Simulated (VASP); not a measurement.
# GaN (F-43m) in VASP: further runs, part 2 of 2

VASP 6.6.1.

## 6. Single point, PBEsol+D3(BJ)

File INCAR:

```
PREC     = Accurate       # precision mode
ENCUT    = 600            # plane-wave cutoff, eV
EDIFF    = 1E-6           # SCF threshold, eV
ISMEAR   = 0              # smearing method
SIGMA    = 0.01           # smearing width, eV
LREAL    = F              # projectors in reciprocal space
LASPH    = T              # aspherical terms in the spheres
NELM     = 120            # most SCF steps
ALGO     = Normal         # electronic algorithm
ISIF     = 2              # what is computed and relaxed
LWAVE    = F              # write WAVECAR
LCHARG   = F              # write CHGCAR
GGA      = PS             # functional
IVDW     = 12             # dispersion correction
NBANDS   = 16             # bands
GGA_COMPAT= F
```

File KPOINTS:

```
Automatic mesh
0
Gamma
  6 6 6
```

File POSCAR:

```
GaN
1.0
    0.0000000000      2.2489525415      2.2489525415
    2.2489525415      0.0000000000      2.2489525415
    2.2489525415      2.2489525415      0.0000000000
Ga N
1 1
Direct
    0.0000000000      0.0000000000      0.0000000000
    0.2500000000      0.2500000000      0.2500000000
```

Potentials or basis: VASP PAW PBE potentials, release 64 (Ga_d, N).

On the command line:

```
$ cat potpaw_PBE.64/Ga_d/POTCAR potpaw_PBE.64/N/POTCAR > POTCAR
$ mpirun -np 1 vasp_std > vasp.out
```

OUTCAR:

```text
PREC = Accurate
   ENCUT = 600
   EDIFF = 1E-6
   ISMEAR = 0
   LREAL = F
   LASPH = T
   NELM = 120
   ISIF = 2
   GGA = PS
   IVDW = 12
 IVDW          = 12

 ion  position               nearest neighbor table
   1  0.000  0.000  0.000-   2 1.95   2 1.95   2 1.95   2 1.95
   2  0.250  0.250  0.250-   1 1.95   1 1.95   1 1.95   1 1.95

  LATTYP: Found a face centered cubic cell.
 ALAT       =     4.4979050830

  Lattice vectors:

 A1 = (   0.0000000000,   2.2489525415,   2.2489525415)
 A2 = (   2.2489525415,   0.0000000000,   2.2489525415)
 A3 = (   2.2489525415,   2.2489525415,   0.0000000000)

Analysis of symmetry for initial positions (statically):
=====================================================================
 Subroutine PRICEL returns:
 Original cell was already a primitive cell.

 Routine SETGRP: Setting up the symmetry group for a
 face centered cubic supercell.

 Subroutine GETGRP returns: Found 24 space group operations
 (whereof 24 operations were pure point group operations)
 out of a pool of 48 trial point group operations.

The static configuration has the point symmetry T_d .

Analysis of symmetry for dynamics (positions and initial velocities):
=====================================================================
 Subroutine PRICEL returns:
 Original cell was already a primitive cell.

 Routine SETGRP: Setting up the symmetry group for a
 face centered cubic supercell.

 Subroutine GETGRP returns: Found 24 space group operations
 (whereof 24 operations were pure point group operations)
 out of a pool of 48 trial point group operations.

The dynamic configuration has the point symmetry T_d .

 Subroutine INISYM returns: Found 24 space group operations
 (whereof 24 operations are pure point group operations),
 and found     1 'primitive' translations

----------------------------------------------------------------------------------------

[... 102 lines left out ...]
     AMIX     =   0.40;   BMIX     =  1.00
     AMIX_MAG =   1.60;   BMIX_MAG =  1.00
  volume/ion in A,a.u.               =      11.37        76.76
  Fermi-wavevector in a.u.,A,eV,Ry     =   1.514173  2.861371 31.194330  2.292719
  Thomas-Fermi vector in A             =   2.623866
   LORBIT       =      0    0 simple, 1 ext, 2 COOP (PROOUT), +10 PAW based schemes
   GGA     = PS    functional components
   LHFCALC =     F    Hartree Fock is set to
   AEXX    =    0.0000 exact exchange contribution
   IVDW    =    12    specifies the selected vdW correction
   LEPSILON=     F    determine dielectric tensor
   LRPA    =     F    only Hartree local field effects (RPA)
 non-spin polarized calculation
 Gauss-broadening in eV      SIGMA  =   0.01
  energy-cutoff  :      600.00
  volume of cell :       22.75
 maximum number of plane-waves:       769
 NGX is ok and might be reduce to    28
   NGX = 13   NGY = 13   NGZ = 13

 number of electron      18.0000005 magnetization

 Free energy of the ion-electron system (eV)
  ---------------------------------------------------
  ext. energy  EPLUGINS =         0.00000000
  ---------------------------------------------------
  free energy    TOTEN  =       -13.11951580 eV

  energy without entropy =      -13.11951580  energy(sigma->0) =      -13.11951580

 E-fermi :   5.2865     XC(G=0): -11.9336

 val. band max:        5.2206559344   @ k =   0.0000   0.0000   0.0000
 cond. band min:       6.9401001432   @ k =   0.0000   0.0000   0.0000
 fundamental gap:      1.7194442088
 Fermi energy:         5.2865298459

 k-point     1 :       0.0000    0.0000    0.0000
  band No.  band energies     occupation
      1     -10.7657      2.00000
      2      -8.1933      2.00000
      3      -8.1933      2.00000
      4      -8.1933      2.00000
      5      -7.8621      2.00000
      6      -7.8621      2.00000
[... 281 lines left out ...]
      3      -7.9830      2.00000
      4      -7.8712      2.00000
      5      -7.8215      2.00000
      6      -5.9540      2.00000
[... 8 lines left out ...]
     15      25.7989      0.00000
     16      28.2449      0.00000

------------------------ aborting loop because EDIFF is reached ----------------------------------------

 Edisp (eV)   -0.44345

 E8    (eV) :    -0.2808

  FORCE on cell =-STRESS in cart. coord.  units (eV):
  Direction    XX          YY          ZZ          XY          YZ          ZX
  --------------------------------------------------------------------------------------
  -------------------------------------------------------------------------------------
  Total      -0.50687    -0.50687    -0.50687    -0.00000     0.00000     0.00000
  in kB     -35.69720   -35.69720   -35.69720    -0.00000     0.00000     0.00000
  external pressure =      -35.70 kB  Pullay stress =        0.00 kB

 VOLUME and BASIS-vectors are now :
 -----------------------------------------------------------------------------
  energy-cutoff  :      600.00
  volume of cell :       22.75
      direct lattice vectors                 reciprocal lattice vectors
     0.000000000  2.248952542  2.248952542    -0.222325723  0.222325723  0.222325723
     2.248952542  0.000000000  2.248952542     0.222325723 -0.222325723  0.222325723
     2.248952542  2.248952542  0.000000000     0.222325723  0.222325723 -0.222325723

 POSITION                                       TOTAL-FORCE (eV/Angst)
 -----------------------------------------------------------------------------------
      0.00000      0.00000      0.00000         0.000000      0.000000      0.000000
      1.12448      1.12448      1.12448        -0.000000      0.000000     -0.000000
 -----------------------------------------------------------------------------------
    total drift:                                0.000000      0.000000      0.000000

  FREE ENERGIE OF THE ION-ELECTRON SYSTEM (eV)
  ---------------------------------------------------
  free  energy   TOTEN  =       -13.5629695660 eV

  energy  without entropy=      -13.5629695660  energy(sigma->0) =      -13.56296957
```

stdout:

```text
POSCAR found type information on POSCAR GaN
 POSCAR found :  2 types and       2 ions
 scaLAPACK will be used
 -----------------------------------------------------------------------------
|                                                                             |
|                                                                             |
|     You enforced a specific xc type in the INCAR file but a different       |
|     I HOPE YOU KNOW WHAT YOU ARE DOING!                                     |
|                                                                             |
 -----------------------------------------------------------------------------

 LDA part: xc-table for (Slater+PW92), standard interpolation
 POSCAR, INCAR and KPOINTS ok, starting setup
 FFT: planning ... GRIDC
 FFT: planning ... GRID_SOFT
 FFT: planning ... GRID
 WAVECAR not read
 entering main loop
```

Run time: 19 s. Hardware: 1 thread of AMD EPYC 7R13, shared host; peak memory 0.14 GiB.

What came out:

```yaml
Free_energy: -13.5630 eV
Pressure: -3.6 GPa
Band_gap_on_the_k_mesh: 1.72 eV, direct
Dispersion_energy_per_atom: -0.222 eV
```

Levels at points of the mesh, in eV from the valence-band top:
```tsv
k point	band 5	band 6	band 7	band 8	band 9	band 10	band 11	band 12	band 13	band 14
(0.00, 0.00, 0.00)	-13.08	-13.08	0.00	0.00	0.00	1.72	10.24	10.24	10.24	17.46
(0.50, 0.00, 0.00)	-13.03	-11.83	-7.16	-0.99	-0.99	4.60	8.66	10.29	10.29	15.48
(0.50, 0.50, 0.00)	-13.00	-11.40	-6.21	-2.76	-2.76	3.22	6.59	11.62	13.94	13.94
```

Caveat: the PAW data sets were made with another functional, which shifts forces and pressure a little.

## 7. The runs side by side

```csv
level,k mesh,cutoff (eV),smearing,grid for exact exchange (PRECFOCK),share of exact exchange,screening parameter,gap on the mesh (eV),pressure (GPa)
PBE-based screened hybrid,4 × 4 × 4,520,gaussian 0.01 eV,Normal,0.75,0.5 1/Å,4.03,-6.9
PBEsol,6 × 6 × 6,600,fermi-dirac 0.05 eV,-,-,-,1.72,-0.4
PBEsol,6 × 6 × 6,600,gaussian 0.001 eV,-,-,-,1.72,-0.4
PBEsol+D4,6 × 6 × 6,600,gaussian 0.01 eV,-,-,-,1.72,-3.6
PBEsol+D3(BJ),6 × 6 × 6,600,gaussian 0.01 eV,-,-,-,1.72,-3.6
```

Alike in all rows: task single point; potentials or basis VASP PAW PBE potentials, release 64 (Ga_d, N); no spin polarisation; cell as given.

Caveats: some runs use coarse meshes; the PAW data sets were made with another functional, which shifts forces and pressure a little.

Total energies depend on the potentials used, so only differences within one code and one set of settings carry meaning.
